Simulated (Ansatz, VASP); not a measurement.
**KAlPb3 in VASP and in Ansatz**

```
K Al Pb
1.0
     7.34463    0.00000    0.00000
    -3.67232    6.36064    0.00000
     0.00000    0.00000    6.27490
K Al Pb
2 2 6
Direct
  0.33333 0.66667 0.75000
  0.66667 0.33333 0.25000
  0.00000 0.00000 0.50000
  0.00000 0.00000 0.00000
  0.14600 0.29200 0.25000
  0.85400 0.14600 0.75000
  0.85400 0.70800 0.75000
  0.14600 0.85400 0.25000
  0.70800 0.85400 0.25000
  0.29200 0.14600 0.75000
```

Alike in both runs: task single point; functional PBE; k mesh 3 × 3 × 4; occupations gaussian, width 0.1 eV; no spin polarisation.

|  | VASP | Ansatz |
| --- | --- | --- |
| version | VASP 6.6.1 | Ansatz 0.2.0 |
| potentials or method | VASP PAW PBE potentials, release 64 (K_sv, Al, Pb_d), cutoff 500 eV | scalar-relativistic, plane waves, PAW |
| valence electrons in the cell | 108 | 108 |

```csv
,VASP,Ansatz,Ansatz less VASP
gap on the k mesh at the Fermi level (eV),none,none,-
pressure (GPa),20.2,20.3,+0.04
"traceless stress, the component that is largest in VASP (GPa)",3.97,3.91,-0.053
rms of the force components (eV/Å),2.494,2.500,+0.0062
```

Atom by atom the forces differ by 0.006 eV/Å (rms over components). A gap of «none» marks a metal or a gap that the smearing closes.

Neither program's run includes spin-orbit coupling.
